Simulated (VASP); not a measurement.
# TiCo (P4/mmm) in VASP: a series of runs

Runs on TiCo. Level: PBEsol. Tasks: single point.

Everything below comes from runs of VASP 6.6.1. Logs are shortened: lines on timing, memory, paths and dates and some standing lists are left out, and cuts for length are marked.

## Step 1: The cell of the first run

Symmetry: P4/mmm, No. 123, tetragonal system. The conventional cell has a = 2.986 Å, b = 2.986 Å, c = 3.143 Å, α = 90.00°, β = 90.00°, γ = 90.00°. Ti (site symmetry 4/mmm) has 8 Co at 2.63 Å and 6 Ti at 2.99 to 3.14 Å within 3.5 Å. Within 3.5 Å of Co (site symmetry 4/mmm) lie 8 Ti at 2.63 Å and 6 Co at 2.99 to 3.14 Å.

## Step 2: Single point, PBEsol, collinear spin, ferromagnetic start (strain +0.0525 x Voigt [0, 1, 0, 0, 0, 0])

The input, INCAR:

```
SYSTEM = TiCo
PREC = Accurate ; ENCUT = 520
EDIFF = 1E-6 ; ISMEAR = 0
SIGMA = 0.15 ; LREAL = .FALSE.
LASPH = .TRUE. ; NELM = 150
ALGO = Fast ; ISIF = 2
LWAVE = .FALSE. ; LCHARG = .FALSE.
ISPIN = 2 ; MAGMOM = 0 0.4
LORBIT = 11 ; LMAXMIX = 4
GGA = PS ; NBANDS = 22
```

The input, KPOINTS:

```
Automatic mesh
0
G
  16 16 16
  0 0 0
```

The input, POSCAR:

```
TiCo
1.0
    2.9861109900      0.0000000000      0.0000000000
    0.0000000000      3.1428818170      0.0000000000
    0.0000000000      0.0000000000      2.9861109900
Ti Co
1 1
Direct
    0.0000000000      0.0000000000      0.0000000000
    0.5000000000      0.5000000000      0.5000000000
```

Potentials or basis: VASP PAW PBE potentials, release 64 (Ti_sv, Co).

Run with:

```
$ cat potpaw_PBE.64/Ti_sv/POTCAR potpaw_PBE.64/Co/POTCAR > POTCAR
$ mpirun -np 1 vasp_std > vasp.out
```

OUTCAR:

```text
SYSTEM = TiCo
   PREC = Accurate
   ENCUT = 520
   EDIFF = 1E-6
   ISMEAR = 0
   LREAL = .FALSE.
   LASPH = .TRUE.
   NELM = 150
   ISIF = 2
   ISPIN = 2
   LORBIT = 11
   GGA = PS

 ion  position               nearest neighbor table
   1  0.000  0.000  0.000-   2 2.63   2 2.63   2 2.63   2 2.63   2 2.63   2 2.63   2 2.63   2 2.63

   2  0.500  0.500  0.500-   1 2.63   1 2.63   1 2.63   1 2.63   1 2.63   1 2.63   1 2.63   1 2.63

  LATTYP: Found a simple tetragonal cell.
 ALAT       =     2.9861109900
 C/A-ratio  =     1.0525000000

  Lattice vectors:

 A1 = (  -2.9861109900,   0.0000000000,   0.0000000000)
 A2 = (   0.0000000000,   0.0000000000,   2.9861109900)
 A3 = (   0.0000000000,   3.1428818170,   0.0000000000)

Analysis of symmetry for initial positions (statically):
=====================================================================
 Subroutine PRICEL returns:
 Original cell was already a primitive cell.

 Routine SETGRP: Setting up the symmetry group for a
 simple tetragonal supercell.

 Subroutine GETGRP returns: Found 16 space group operations
 (whereof 16 operations were pure point group operations)
 out of a pool of 16 trial point group operations.

The static configuration has the point symmetry D_4h.

Analysis of symmetry for dynamics (positions and initial velocities):
=====================================================================
 Subroutine PRICEL returns:
 Original cell was already a primitive cell.

 Routine SETGRP: Setting up the symmetry group for a
 simple tetragonal supercell.

 Subroutine GETGRP returns: Found 16 space group operations
 (whereof 16 operations were pure point group operations)
 out of a pool of 16 trial point group operations.

The dynamic configuration has the point symmetry D_4h.

Analysis of structural, dynamic, and magnetic symmetry:
=====================================================================
 Subroutine PRICEL returns:
 Original cell was already a primitive cell.

 Routine SETGRP: Setting up the symmetry group for a
 simple tetragonal supercell.

 Subroutine GETGRP returns: Found 16 space group operations
 (whereof 16 operations were pure point group operations)
 out of a pool of 16 trial point group operations.

The overall configuration has the point symmetry D_4h.

 Subroutine INISYM returns: Found 16 space group operations
 (whereof 16 operations are pure point group operations),
 and found     1 'primitive' translations

----------------------------------------------------------------------------------------

                                     Primitive cell

  volume of cell :      28.0246

  direct lattice vectors                    reciprocal lattice vectors
     2.986110990  0.000000000  0.000000000     0.334883735  0.000000000  0.000000000
     0.000000000  3.142881817  0.000000000     0.000000000  0.318179320  0.000000000
     0.000000000  0.000000000  2.986110990     0.000000000  0.000000000  0.334883735

  length of vectors
     2.986110990  3.142881817  2.986110990     0.334883735  0.318179320  0.334883735

  position of ions in fractional coordinates (direct lattice)
     0.000000000  0.000000000  0.000000000
     0.500000000  0.500000000  0.500000000

  ion indices of the primitive-cell ions
   primitive index   ion index
                 1           1
                 2           2

----------------------------------------------------------------------------------------

 KPOINTS: Automatic mesh

Automatic generation of k-mesh.
 Grid dimensions read from file:
 generate k-points for:   16   16   16

 Generating k-lattice:

  Cartesian coordinates                     Fractional coordinates (reciprocal lattice)
     0.020930233  0.000000000  0.000000000     0.062500000  0.000000000  0.000000000
     0.000000000  0.019886208  0.000000000     0.000000000  0.062500000  0.000000000
     0.000000000  0.000000000  0.020930233     0.000000000  0.000000000  0.062500000

  Length of vectors
     0.020930233  0.019886208  0.020930233

  Shift w.r.t. Gamma in fractional coordinates (k-lattice)
     0.000000000  0.000000000  0.000000000

 Subroutine IBZKPT returns following result:
 ===========================================

 Found    405 irreducible k-points:

 Following reciprocal coordinates:
            Coordinates               Weight
  0.000000  0.000000  0.000000      1.000000
  0.062500  0.000000  0.000000      4.000000
  0.125000  0.000000  0.000000      4.000000
  0.187500  0.000000  0.000000      4.000000
  0.250000  0.000000  0.000000      4.000000
  0.312500  0.000000  0.000000      4.000000
[... 16 lines left out ...]
  0.250000  0.125000  0.000000      8.000000
  0.312500  0.125000  0.000000      8.000000
 [... further k-points ...]
   k-points           NKPTS =    405   k-points in BZ     NKDIM =    405   number of bands    NBANDS=     22
   number of dos      NEDOS =    301   number of ions     NIONS =      2
   total plane-waves  NPLWV =  13824
   dimension x,y,z NGX =    24 NGY =   24 NGZ =   24
   dimension x,y,z NGXF=    48 NGYF=   48 NGZF=   48
   ions per type =               1   1
   NGX,Y,Z   is equivalent  to a cutoff of  13.36, 12.70, 13.36 a.u.
   NGXF,Y,Z  is equivalent  to a cutoff of  26.72, 25.39, 26.72 a.u.
 SYSTEM =  TiCo
   PREC   = accura    normal or accurate (medium, high low for compatibility)
   ISTART =      0    job   : 0-new  1-cont  2-samecut
   ICHARG =      2    charge: 1-file 2-atom 10-const
   ISPIN  =      2    spin polarized calculation?
   LNONCOLLINEAR =      F non collinear calculations
   LSORBIT =      F    spin-orbit coupling
   LASPH  =      T    aspherical Exc in radial PAW
   ENCUT  =  520.0 eV  38.22 Ry    6.18 a.u.   5.55  5.84  5.55*2*pi/ulx,y,z
   NELM   =    150;   NELMIN=  2; NELMDL= -5     # of ELM steps
   EDIFF  = 0.1E-05   stopping-criterion for ELM
   LREAL  =      F    real-space projection
   EDIFFG = 0.1E-04   stopping-criterion for IOM
   NSW    =      0    number of steps for IOM
   IBRION =     -1    ionic relax: 0-MD 1-quasi-New 2-CG
   NFREE  =      0    steps in history (QN), initial steepest desc. (CG)
   ISIF   =      2    stress and relaxation
   ISYM   =      2    0-nonsym 1-usesym 2-fastsym
   POTIM  = 0.5000    time-step for ionic-motion
   TEBEG  =    0.0;   TEEND  =   0.0 temperature during run
   PSTRESS=    0.0 pullay stress
   NELECT =      21.0000    total number of electrons
   NUPDOWN=      -1.0000    fix difference up-down
   EMIN   =  10.00;   EMAX   =-10.00  energy-range for DOS
   EFERMI =   0.00;   METHOD = LEGACY
   ISMEAR =     0;   SIGMA  =   0.15  broadening in eV -4-tet -1-fermi 0-gaus
   EFERMI_NEDOS =   21; number of points for ismear=-14 and -15
   IALGO  =     68    algorithm
   IMIX   =      4    mixing-type and parameters
     AMIX     =   0.40;   BMIX     =  1.00
     AMIX_MAG =   1.60;   BMIX_MAG =  1.00
  volume/ion in A,a.u.               =      14.01        94.56
  Fermi-wavevector in a.u.,A,eV,Ry     =   1.486967  2.809960 30.083439  2.211070
  Thomas-Fermi vector in A             =   2.600187
   LORBIT       =     11    0 simple, 1 ext, 2 COOP (PROOUT), +10 PAW based schemes
   GGA     = PS    functional components
   LHFCALC =     F    Hartree Fock is set to
   AEXX    =    0.0000 exact exchange contribution
   IVDW    =     0    specifies the selected vdW correction
   LEPSILON=     F    determine dielectric tensor
   LRPA    =     F    only Hartree local field effects (RPA)
 spin polarized calculation
 RMM-DIIS sequential band-by-band and
 Gauss-broadening in eV      SIGMA  =   0.15
  energy-cutoff  :      520.00
  volume of cell :       28.02
 maximum number of plane-waves:       772
 NGX is ok and might be reduce to    24
   NGX = 11   NGY = 11   NGZ = 11

 number of electron      20.9999989 magnetization      -0.0014995

 number of electron      20.9999989 magnetization       0.0005231

 Free energy of the ion-electron system (eV)
  ---------------------------------------------------
  ext. energy  EPLUGINS =         0.00000000
  ---------------------------------------------------
  free energy    TOTEN  =       -16.73816954 eV

  energy without entropy =      -16.70357186  energy(sigma->0) =      -16.72087070

 E-fermi :   9.0779     XC(G=0): -12.4579

 val. band max:        9.0732767145   @ k =   0.3750   0.3125   0.3750
 cond. band min:       9.0779704761   @ k =   0.4375   0.3125   0.0000
 fundamental gap:      0.0046937616
 Fermi energy:         9.0779243906

 spin component 1

 k-point     1 :       0.0000    0.0000    0.0000
  band No.  band energies     occupation
      1     -47.9551      1.00000
      2     -24.1897      1.00000
      3     -24.1376      1.00000
      4     -24.1376      1.00000
      5       1.6416      1.00000
      6       5.5663      1.00000
[... 14 lines left out ...]
     21      27.5329      0.00000
     22      28.9502      0.00000

 k-point     2 :       0.0625    0.0000    0.0000
  band No.  band energies     occupation
      1     -47.9539      1.00000
      2     -24.1888      1.00000
      3     -24.1490      1.00000
      4     -24.1367      1.00000
      5       1.7184      1.00000
      6       5.6023      1.00000
[... 14 lines left out ...]
     21      27.8244      0.00000
     22      28.9731      0.00000

 k-point     3 :       0.1250    0.0000    0.0000
  band No.  band energies     occupation
      1     -47.9505      1.00000
      2     -24.1862      1.00000
      3     -24.1813      1.00000
      4     -24.1343      1.00000
      5       1.9460      1.00000
      6       5.7075      1.00000
[... 14 lines left out ...]
     21      28.9230      0.00000
     22      28.9862      0.00000
[... 476 lines left out ...]
 k-point    23 :       0.2500    0.1250    0.0000
  band No.  band energies     occupation
      1     -47.9370      1.00000
      2     -24.2828      1.00000
      3     -24.2039      1.00000
      4     -24.1241      1.00000
      5       3.0444      1.00000
      6       6.1106      1.00000
[... 14 lines left out ...]
     21      26.0946      0.00000
     22      28.2993      0.00000

 k-point    24 :       0.3125    0.1250    0.0000
  band No.  band energies     occupation
      1     -47.9311      1.00000
      2     -24.3381      1.00000
      3     -24.1988      1.00000
      4     -24.1196      1.00000
      5       3.6142      1.00000
      6       6.1842      1.00000
[... 14 lines left out ...]
     21      26.1226      0.00000
     22      27.7509      0.00000

 [... further k-points ...]

 spin component 2

 k-point     1 :       0.0000    0.0000    0.0000
  band No.  band energies     occupation
      1     -47.9551      1.00000
      2     -24.1897      1.00000
      3     -24.1376      1.00000
      4     -24.1376      1.00000
      5       1.6415      1.00000
      6       5.5664      1.00000
[... 14 lines left out ...]
     21      27.5730      0.00000
     22      28.9503      0.00000

 k-point     2 :       0.0625    0.0000    0.0000
  band No.  band energies     occupation
      1     -47.9539      1.00000
      2     -24.1888      1.00000
      3     -24.1490      1.00000
      4     -24.1368      1.00000
      5       1.7184      1.00000
      6       5.6025      1.00000
[... 14 lines left out ...]
     21      27.8281      0.00000
     22      28.9811      0.00000

 k-point     3 :       0.1250    0.0000    0.0000
  band No.  band energies     occupation
      1     -47.9505      1.00000
      2     -24.1862      1.00000
      3     -24.1813      1.00000
      4     -24.1343      1.00000
      5       1.9459      1.00000
      6       5.7076      1.00000
[... 14 lines left out ...]
     21      28.9431      0.00000
     22      28.9851      0.00000
[... 476 lines left out ...]
 k-point    23 :       0.2500    0.1250    0.0000
  band No.  band energies     occupation
      1     -47.9371      1.00000
      2     -24.2828      1.00000
      3     -24.2039      1.00000
      4     -24.1241      1.00000
      5       3.0444      1.00000
      6       6.1112      1.00000
[... 14 lines left out ...]
     21      26.0945      0.00000
     22      28.2994      0.00000

 k-point    24 :       0.3125    0.1250    0.0000
  band No.  band energies     occupation
      1     -47.9311      1.00000
      2     -24.3381      1.00000
      3     -24.1988      1.00000
      4     -24.1196      1.00000
      5       3.6141      1.00000
      6       6.1848      1.00000
[... 14 lines left out ...]
     21      26.1226      0.00000
     22      27.7507      0.00000

 [... further k-points ...]

------------------------ aborting loop because EDIFF is reached ----------------------------------------

  FORCE on cell =-STRESS in cart. coord.  units (eV):
  Direction    XX          YY          ZZ          XY          YZ          ZX
  --------------------------------------------------------------------------------------
  -------------------------------------------------------------------------------------
  Total       -2.7205252     -3.1482606     -2.7205252      0.0000000      0.0000000      0.0000000
  in kB     -155.5333025   -179.9870718   -155.5333025      0.0000000      0.0000000      0.0000000
  external PRESSURE =    -163.6845590 kB  Pullay stress =       0.0000000 kB

 VOLUME and BASIS-vectors are now :
 -----------------------------------------------------------------------------
  energy-cutoff  :      520.00
  volume of cell :       28.02
      direct lattice vectors                 reciprocal lattice vectors
     2.986110990  0.000000000  0.000000000     0.334883735  0.000000000  0.000000000
     0.000000000  3.142881817  0.000000000     0.000000000  0.318179320  0.000000000
     0.000000000  0.000000000  2.986110990     0.000000000  0.000000000  0.334883735

 POSITION                                       TOTAL-FORCE (eV/Angst)
 -----------------------------------------------------------------------------------
      0.00000      0.00000      0.00000         0.000000      0.000000      0.000000
      1.49306      1.57144      1.49306         0.000000      0.000000      0.000000
 -----------------------------------------------------------------------------------
    total drift:                                0.000000      0.000000     -0.000000

  FREE ENERGIE OF THE ION-ELECTRON SYSTEM (eV)
  ---------------------------------------------------
  free  energy   TOTEN  =       -16.7381695399 eV

  energy  without entropy=      -16.7035718620  energy(sigma->0) =      -16.72087070

 total charge

# of ion       s       p       d       tot
------------------------------------------
    1        2.237   6.160   1.814  10.211
    2        0.499   0.411   7.317   8.227
--------------------------------------------------
tot          2.736   6.571   9.130  18.438

 magnetization (x)

# of ion       s       p       d       tot
------------------------------------------
    1       -0.000  -0.000  -0.000  -0.000
    2        0.000  -0.000   0.001   0.001
--------------------------------------------------
tot          0.000  -0.000   0.001   0.001
```

It took 5.9 min on 1 thread of Intel Xeon Platinum 8488C (Sapphire Rapids), shared host; peak memory 0.46 GiB.

What came out:

* Free energy: -16.7382 eV
* Pressure: -16.4 GPa
* Net moment: 0.00 μB per cell
* Valence electrons inside the program's atomic spheres: Ti 10.21; Co 8.23

Caveat: the cell differs from its parent crystal (strain +0.0525 x Voigt [0, 1, 0, 0, 0, 0]); the cell stands under tension; the PAW data sets were made with another functional, which shifts forces and pressure a little.

(Continued in part 2 of 2.)
